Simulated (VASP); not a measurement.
Wanted: the native input for a VASP 6.6.1 run.

```yaml
Task: single point
Functional: LDA
Potentials_or_basis: VASP PAW LDA potentials, release 64 (Sb)
Cutoff: 520 eV
k_mesh: 7 × 7 × 7
Occupations: fermi-dirac, width 0.05 eV
Spin: no spin polarisation
Dipole_correction: no
Further_INCAR_settings: ALGO = Normal; EDIFF = 1e-07; NBANDS = 18
```

The structure of Sb lies in POSCAR:

```
Sb
1.0
   -4.1090505274      4.1090505274      2.0652122148
    4.1090505274     -4.1090505274      2.0652122148
    4.1090505274      4.1090505274     -2.0652122148
Sb
4
Direct
    0.6512630600      0.1512630600      0.8025261200
    0.1512630600      0.3487369400      0.5000000000
    0.3487369400      0.8487369400      0.1974738800
    0.8487369400      0.6512630600      0.5000000000
```

One way to write it, as run:

INCAR

```
PREC = Accurate
ENCUT = 520
EDIFF = 1E-7
ISMEAR = -1
SIGMA = 0.05
LREAL = False
LASPH = True
NELM = 100
ALGO = Normal
ISIF = 2
LWAVE = False
LCHARG = False
GGA = CA
NBANDS = 18
```

KPOINTS

```
Automatic mesh
0
Gamma
  7 7 7
```

Potentials or basis: VASP PAW LDA potentials, release 64 (Sb).

Launch:

```sh
$ cat potpaw_LDA.64/Sb/POTCAR > POTCAR
$ mpirun -np 1 vasp_std > vasp.out
```

It gave:

| Property | Result |
| --- | --- |
| Pressure | -4.1 GPa |
| Largest force | 0.125 eV/Å |
| Band gap on the k mesh | zero (band 10 reaches 5.93 eV, above the bottom of band 11 at 4.43 eV) |

Caveat: spin-orbit coupling is left out, which moves the levels of the heavy elements.

It took 87 s on 1 thread of Intel(R) Xeon(R) Platinum 8259CL CPU @ 2.50GHz (Skylake/Cascade Lake) (shared host), peak memory 0.27 GiB.
